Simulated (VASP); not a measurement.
# Lu (P6_3/mmc) in VASP: notebook

Lu is run at these levels: LDA; tasks: relaxation of cell and atoms, single point.

All numbers are computed with VASP 6.6.1; they aren't measurements. Logs are shortened: lines on timing, memory, paths and dates and some standing lists are left out, and cuts for length are marked.

## (1) The cell of the first run

It takes space group P6_3/mmc (No. 194, hexagonal). The conventional cell has a = 3.503 Å, b = 3.503 Å, c = 5.551 Å, α = 90.00°, β = 90.00°, γ = 120.00°. Lu (site symmetry -6m2) has 12 Lu at 3.43 to 3.50 Å within 4.5 Å.

## (2) Relaxation of cell and atoms, LDA

INCAR reads:

```
SYSTEM = Lu
  PREC = Accurate
  ENCUT = 600
  EDIFF = 1E-7
  ISMEAR = 1
  SIGMA = 0.05
  LREAL = .False.
  LASPH = .True.
  NELM = 120
  ALGO = Normal
  ISIF = 3
  LWAVE = .False.
  LCHARG = .False.
  GGA = CA
  IBRION = 2
  NSW = 80
  EDIFFG = -0.01
  GGA_COMPAT = .False.
  NELMIN = 4
```

KPOINTS reads:

```
regular mesh
0
Gamma
  15 15 9
  0 0 0
```

POSCAR reads:

```
Lu
1.0
    3.5031000000      0.0000000000      0.0000000000
   -1.7515500000      3.0337740000      0.0000000000
    0.0000000000      0.0000000000      5.5509000000
Lu
2
Direct
    0.3333333333      0.6666666667      0.2500000000
    0.6666666667      0.3333333333      0.7500000000
```

Potentials or basis: VASP PAW PBE potentials, release 64 (Lu).

Command:

```console
$ cat potpaw_PBE.64/Lu/POTCAR > POTCAR
$ mpirun -np 1 vasp_std > vasp.out
```

OUTCAR:

```text
SYSTEM = Lu
   PREC = Accurate
   ENCUT = 600
   EDIFF = 1E-7
   ISMEAR = 1
   LREAL = .False.
   LASPH = .True.
   NELM = 120
   ISIF = 3
   GGA = CA
   IBRION = 2
   NSW = 80
   EDIFFG = -0.01
   NELMIN = 4

 ion  position               nearest neighbor table
   1  0.333  0.667  0.250-   2 3.43   2 3.43   2 3.43   2 3.43   2 3.43   2 3.43
   2  0.667  0.333  0.750-   1 3.43   1 3.43   1 3.43   1 3.43   1 3.43   1 3.43

  LATTYP: Found a hexagonal cell.
 ALAT       =     3.5031000000
 C/A-ratio  =     1.5845679541

  Lattice vectors:

 A1 = (   3.5031000000,   0.0000000000,   0.0000000000)
 A2 = (  -1.7515500000,   3.0337740000,   0.0000000000)
 A3 = (   0.0000000000,   0.0000000000,   5.5509000000)

Analysis of symmetry for initial positions (statically):
=====================================================================
 Subroutine PRICEL returns:
 Original cell was already a primitive cell.

 Routine SETGRP: Setting up the symmetry group for a
 hexagonal supercell.

 Subroutine GETGRP returns: Found 24 space group operations
 (whereof 12 operations were pure point group operations)
 out of a pool of 24 trial point group operations.

The static configuration has the point symmetry D_3d.
 The point group associated with its full space group is D_6h.

Analysis of symmetry for dynamics (positions and initial velocities):
=====================================================================
 Subroutine PRICEL returns:
 Original cell was already a primitive cell.

 Routine SETGRP: Setting up the symmetry group for a
 hexagonal supercell.

 Subroutine GETGRP returns: Found 24 space group operations
 (whereof 12 operations were pure point group operations)
 out of a pool of 24 trial point group operations.

The dynamic configuration has the point symmetry D_3d.
 The point group associated with its full space group is D_6h.

 Subroutine INISYM returns: Found 24 space group operations
 (whereof 12 operations are pure point group operations),
 and found     1 'primitive' translations

----------------------------------------------------------------------------------------

                                     Primitive cell

  volume of cell :      58.9928

  direct lattice vectors                    reciprocal lattice vectors
     3.503100000  0.000000000  0.000000000     0.285461448  0.164811222  0.000000000
    -1.751550000  3.033774000  0.000000000     0.000000000  0.329622444  0.000000000
     0.000000000  0.000000000  5.550900000     0.000000000  0.000000000  0.180150967

  length of vectors
     3.503100000  3.503100353  5.550900000     0.329622477  0.329622444  0.180150967

  position of ions in fractional coordinates (direct lattice)
     0.333333333  0.666666667  0.250000000
     0.666666667  0.333333333  0.750000000

  ion indices of the primitive-cell ions
   primitive index   ion index
                 1           1
                 2           2

----------------------------------------------------------------------------------------

 KPOINTS: regular mesh

Automatic generation of k-mesh.
 Grid dimensions read from file:
 generate k-points for:   15   15    9

 Generating k-lattice:

  Cartesian coordinates                     Fractional coordinates (reciprocal lattice)
     0.019030763  0.010987415  0.000000000     0.066666667  0.000000000  0.000000000
     0.000000000  0.021974830  0.000000000     0.000000000  0.066666667  0.000000000
     0.000000000  0.000000000  0.020016774     0.000000000  0.000000000  0.111111111

  Length of vectors
     0.021974832  0.021974830  0.020016774

  Shift w.r.t. Gamma in fractional coordinates (k-lattice)
     0.000000000  0.000000000  0.000000000

 Subroutine IBZKPT returns following result:
 ===========================================

 Found    135 irreducible k-points:

 Following reciprocal coordinates:
            Coordinates               Weight
  0.000000  0.000000  0.000000      1.000000
  0.066667  0.000000  0.000000      6.000000
  0.133333  0.000000  0.000000      6.000000
  0.200000  0.000000  0.000000      6.000000
  0.266667  0.000000  0.000000      6.000000
  0.333333  0.000000  0.000000      6.000000
[... 16 lines left out ...]
  0.333333  0.200000  0.000000     12.000000
  0.400000  0.200000  0.000000      6.000000
 [... further k-points ...]
   k-points           NKPTS =    135   k-points in BZ     NKDIM =    135   number of bands    NBANDS=     30
   number of dos      NEDOS =    301   number of ions     NIONS =      2
   total plane-waves  NPLWV =  37632
   dimension x,y,z NGX =    28 NGY =   28 NGZ =   48
   dimension x,y,z NGXF=    56 NGYF=   56 NGZF=   96
   ions per type =               2
   NGX,Y,Z   is equivalent  to a cutoff of  13.29, 13.29, 14.38 a.u.
   NGXF,Y,Z  is equivalent  to a cutoff of  26.58, 26.58, 28.75 a.u.
 SYSTEM =  Lu
   PREC   = accura    normal or accurate (medium, high low for compatibility)
   ISTART =      0    job   : 0-new  1-cont  2-samecut
   ICHARG =      2    charge: 1-file 2-atom 10-const
   ISPIN  =      1    spin polarized calculation?
   LNONCOLLINEAR =      F non collinear calculations
   LSORBIT =      F    spin-orbit coupling
   LASPH  =      T    aspherical Exc in radial PAW
   ENCUT  =  600.0 eV  44.10 Ry    6.64 a.u.   7.00  7.00 11.09*2*pi/ulx,y,z
   NELM   =    120;   NELMIN=  4; NELMDL= -5     # of ELM steps
   EDIFF  = 0.1E-06   stopping-criterion for ELM
   LREAL  =      F    real-space projection
   EDIFFG = -.1E-01   stopping-criterion for IOM
   NSW    =     80    number of steps for IOM
   IBRION =      2    ionic relax: 0-MD 1-quasi-New 2-CG
   NFREE  =      1    steps in history (QN), initial steepest desc. (CG)
   ISIF   =      3    stress and relaxation
   ISYM   =      2    0-nonsym 1-usesym 2-fastsym
   POTIM  = 0.5000    time-step for ionic-motion
   TEBEG  =    0.0;   TEEND  =   0.0 temperature during run
   PSTRESS=    0.0 pullay stress
   NELECT =      50.0000    total number of electrons
   NUPDOWN=      -1.0000    fix difference up-down
   EMIN   =  10.00;   EMAX   =-10.00  energy-range for DOS
   EFERMI =   0.00;   METHOD = LEGACY
   ISMEAR =     1;   SIGMA  =   0.05  broadening in eV -4-tet -1-fermi 0-gaus
   EFERMI_NEDOS =   21; number of points for ismear=-14 and -15
   IALGO  =     38    algorithm
   IMIX   =      4    mixing-type and parameters
     AMIX     =   0.40;   BMIX     =  1.00
     AMIX_MAG =   1.60;   BMIX_MAG =  1.00
  volume/ion in A,a.u.               =      29.50       199.05
  Fermi-wavevector in a.u.,A,eV,Ry     =   1.549287  2.927727 32.657916  2.400289
  Thomas-Fermi vector in A             =   2.654115
   LORBIT       =      0    0 simple, 1 ext, 2 COOP (PROOUT), +10 PAW based schemes
   GGA     = CA    functional components
   LHFCALC =     F    Hartree Fock is set to
   AEXX    =    0.0000 exact exchange contribution
   IVDW    =     0    specifies the selected vdW correction
   LEPSILON=     F    determine dielectric tensor
   LRPA    =     F    only Hartree local field effects (RPA)
 conjugate gradient relaxation of ions
 non-spin polarized calculation
 Methfessel and Paxton  Order N= 1 SIGMA  =   0.05
  energy-cutoff  :      600.00
  volume of cell :       58.99
 maximum number of plane-waves:      1993
 NGX is ok and might be reduce to    28
   NGX = 13   NGY = 13   NGZ = 23

--------------------------------------- Ionic step        1  -------------------------------------------

 number of electron      50.0000005 magnetization

 Free energy of the ion-electron system (eV)
  ---------------------------------------------------
  ext. energy  EPLUGINS =         0.00000000
  ---------------------------------------------------
  free energy    TOTEN  =       -10.25925316 eV

  energy without entropy =      -10.25902140  energy(sigma->0) =      -10.25917591

------------------------ aborting loop because EDIFF is reached ----------------------------------------

  FORCE on cell =-STRESS in cart. coord.  units (eV):
  Direction    XX          YY          ZZ          XY          YZ          ZX
  --------------------------------------------------------------------------------------
  -------------------------------------------------------------------------------------
  Total       -1.7857502     -1.7857507     -2.4354996      0.0000000      0.0000000      0.0000000
  in kB      -48.4989265    -48.4989396    -66.1453739      0.0000000      0.0000000      0.0000000
  external PRESSURE =     -54.3810800 kB  Pullay stress =       0.0000000 kB
[... 273 lines left out ...]
  energy  without entropy=      -10.3860655817  energy(sigma->0) =      -10.38630030

--------------------------------------- Ionic step        9  -------------------------------------------

 number of electron      50.0000004 magnetization

 Free energy of the ion-electron system (eV)
  ---------------------------------------------------
  ext. energy  EPLUGINS =         0.00000000
  ---------------------------------------------------
  free energy    TOTEN  =       -10.38645559 eV

  energy without entropy =      -10.38609811  energy(sigma->0) =      -10.38633643

 E-fermi :   2.3450     XC(G=0): -11.5052

 val. band max:        2.3428429309   @ k =   0.4667   0.0000   0.4444
 cond. band min:       2.3501974696   @ k =   0.3333   0.1333   0.2222
 fundamental gap:      0.0073545387
 Fermi energy:         2.3450143449

 k-point     1 :       0.0000    0.0000    0.0000
  band No.  band energies     occupation
      1     -53.3691      2.00000
      2     -53.3064      2.00000
      3     -24.6577      2.00000
      4     -24.0418      2.00000
      5     -24.0418      2.00000
      6     -23.9152      2.00000
[... 781 lines left out ...]
     29       5.1064      0.00000
     30       8.2675      0.00000

 [... further k-points ...]
[... 5 lines left out ...]
  --------------------------------------------------------------------------------------
  -------------------------------------------------------------------------------------
  Total        0.0169278      0.0169278      0.0003830      0.0000000      0.0000000      0.0000000
  in kB        0.5168749      0.5168750      0.0116955      0.0000000      0.0000000      0.0000000
  external PRESSURE =       0.3484818 kB  Pullay stress =       0.0000000 kB
[... 17 lines left out ...]
  FREE ENERGIE OF THE ION-ELECTRON SYSTEM (eV)
  ---------------------------------------------------
  free  energy   TOTEN  =       -10.3864555866 eV

  energy  without entropy=      -10.3860981093  energy(sigma->0) =      -10.38633643

 reached required accuracy - stopping structural energy minimisation
```

It took 25 min on 1 thread of Intel Xeon Platinum 8488C (Sapphire Rapids), shared host; peak memory 0.35 GiB.

Results:

```
Free energy                           : -10.3865 eV
Relaxed volume                        : 26.24 Å³/atom
Relaxed cell                          : a = 3.396 Å, b = 3.396 Å, c = 5.252 Å, α = 90.00°, β = 90.00°, γ = 120.00°
Space group after relaxing (to 0.1 Å) : P6_3/mmc (No. 194)
Energy gained by relaxing             : 63.6 meV/atom
Ionic steps                           : 9
Pressure after relaxing               : 0.0 GPa
Band gap on the k mesh                : zero (bands 25 and 26 overlap by 1.90 eV)
```

Step by step:
| step | energy change (eV) | largest force (eV/Å) | pressure (GPa) | volume (Å³) |
| --- | --- | --- | --- | --- |
| 1 | 0.0000 | 0.0000 | -5.44 | 58.99 |
| 2 | -0.1187 | 0.0000 | 1.64 | 50.85 |
| 3 | -0.1262 | 0.0000 | 0.09 | 52.27 |
| 4 | -0.1262 | 0.0000 | -0.05 | 52.40 |
| 5 | -0.1269 | 0.0000 | 0.11 | 52.44 |
| 6 | -0.1272 | 0.0000 | 0.04 | 52.49 |
| 7 | -0.1272 | 0.0000 | -0.21 | 52.48 |
| 8 | -0.1272 | 0.0000 | -0.05 | 52.46 |
| 9 | -0.1272 | 0.0000 | 0.03 | 52.47 |

Final structure:
```xyz
2
Lattice="3.3965 0.0000 0.0000 -1.6982 2.9414 0.0000 0.0000 0.0000 5.2522" Properties=species:S:1:pos:R:3 pbc="T T T"
Lu    0.0000    1.9610    1.3130
Lu    1.6982    0.9805    3.9391
```

Caveat: the PAW data sets were made with another functional, which shifts forces and pressure a little; spin-orbit coupling is left out, which moves the levels of the heavy elements.

## (3) Single point, LDA

This run uses another cell than the first one, of 26.01 Å³/atom.

INCAR reads:

```
SYSTEM = Lu
ALGO     = Normal         ! electronic algorithm
EDIFF    = 1E-7           ! SCF threshold, eV
ENCUT    = 520            ! plane-wave cutoff, eV
GGA      = CA             ! functional
ISIF     = 2              ! what is computed and relaxed
ISMEAR   = 1              ! smearing method
LASPH    = .TRUE.         ! aspherical terms in the spheres
LCHARG   = .FALSE.        ! write CHGCAR
LREAL    = .FALSE.        ! projectors in reciprocal space
LWAVE    = .FALSE.        ! write WAVECAR
NBANDS   = 32             ! bands
NELM     = 80             ! most SCF steps
PREC     = Accurate       ! precision mode
SIGMA    = 0.05           ! smearing width, eV
```

KPOINTS reads:

```
k-points
0
G
  15 15 9
  0 0 0
```

POSCAR reads:

```
Lu
1.0
    3.3881864887      0.0000000000      0.0000000000
   -1.6940932444      2.9342555720      0.0000000000
    0.0000000000      0.0000000000      5.2327780013
Lu
2
Direct
    0.3333333333      0.6666666667      0.2500000000
    0.6666666667      0.3333333333      0.7500000000
```

Potentials or basis: VASP PAW PBE potentials, release 64 (Lu).

Command:

```console
$ cat potpaw_PBE.64/Lu/POTCAR > POTCAR
$ mpirun -np 1 vasp_std > vasp.out
```

OUTCAR:

```text
SYSTEM = Lu
   EDIFF = 1E-7
   ENCUT = 520
   GGA = CA
   ISIF = 2
   ISMEAR = 1
   LASPH = .TRUE.
   LREAL = .FALSE.
   NELM = 80
   PREC = Accurate

 ion  position               nearest neighbor table
   1  0.333  0.667  0.250-   2 3.27   2 3.27   2 3.27   2 3.27   2 3.27   2 3.27
   2  0.667  0.333  0.750-   1 3.27   1 3.27   1 3.27   1 3.27   1 3.27   1 3.27

  LATTYP: Found a hexagonal cell.
 ALAT       =     3.3881864887
 C/A-ratio  =     1.5444185315

  Lattice vectors:

 A1 = (   3.3881864887,   0.0000000000,   0.0000000000)
 A2 = (  -1.6940932444,   2.9342555720,   0.0000000000)
 A3 = (   0.0000000000,   0.0000000000,   5.2327780013)

Analysis of symmetry for initial positions (statically):
=====================================================================
 Subroutine PRICEL returns:
 Original cell was already a primitive cell.

 Routine SETGRP: Setting up the symmetry group for a
 hexagonal supercell.

 Subroutine GETGRP returns: Found 24 space group operations
 (whereof 12 operations were pure point group operations)
 out of a pool of 24 trial point group operations.

[... 156 lines left out ...]

 Free energy of the ion-electron system (eV)
  ---------------------------------------------------
  ext. energy  EPLUGINS =         0.00000000
  ---------------------------------------------------
  free energy    TOTEN  =       -10.38497787 eV

  energy without entropy =      -10.38458946  energy(sigma->0) =      -10.38484840

 E-fermi :   2.3797     XC(G=0): -11.5499

 val. band max:        2.3752587168   @ k =   0.4667   0.0000   0.4444
 cond. band min:       2.3805641798   @ k =   0.4667   0.0000   0.3333
 fundamental gap:      0.0053054630
 Fermi energy:         2.3796738391

 k-point     1 :       0.0000    0.0000    0.0000
  band No.  band energies     occupation
      1     -53.3180      2.00000
      2     -53.2526      2.00000
      3     -24.6213      2.00000
      4     -23.9876      2.00000
      5     -23.9876      2.00000
      6     -23.8569      2.00000
[... 829 lines left out ...]
     31       8.4035      0.00000
     32       9.1842      0.00000

 [... further k-points ...]
[... 5 lines left out ...]
  --------------------------------------------------------------------------------------
  -------------------------------------------------------------------------------------
  Total        0.0732068      0.0732068      0.0972833     -0.0000000     -0.0000000      0.0000000
  in kB        2.2545727      2.2545727      2.9960664     -0.0000000     -0.0000000      0.0000000
  external PRESSURE =       2.5017372 kB  Pullay stress =       0.0000000 kB

 VOLUME and BASIS-vectors are now :
 -----------------------------------------------------------------------------
  energy-cutoff  :      520.00
  volume of cell :       52.02
      direct lattice vectors                 reciprocal lattice vectors
     3.388186489  0.000000000  0.000000000     0.295143140  0.170400971  0.000000000
    -1.694093244  2.934255572  0.000000000     0.000000000  0.340801943  0.000000000
     0.000000000  0.000000000  5.232778001     0.000000000  0.000000000  0.191103081

 POSITION                                       TOTAL-FORCE (eV/Angst)
 -----------------------------------------------------------------------------------
     -0.00000      1.95617      1.30819        -0.000000     -0.000000      0.000000
      1.69409      0.97809      3.92458         0.000000      0.000000      0.000000
 -----------------------------------------------------------------------------------
    total drift:                               -0.000000      0.000000     -0.000000

  FREE ENERGIE OF THE ION-ELECTRON SYSTEM (eV)
  ---------------------------------------------------
  free  energy   TOTEN  =       -10.3849778683 eV

  energy  without entropy=      -10.3845894581  energy(sigma->0) =      -10.38484840
```

It took 3 min on 1 thread of Intel Xeon Platinum 8259CL at 2.50GHz (Skylake/Cascade Lake), shared host; peak memory 0.3 GiB.

Results:

```yaml
Free_energy: -10.3850 eV
Pressure: 0.3 GPa
Band_gap_on_the_k_mesh: zero (bands 25 and 26 overlap by 1.95 eV)
```

Caveat: the PAW data sets were made with another functional, which shifts forces and pressure a little; spin-orbit coupling is left out, which moves the levels of the heavy elements.
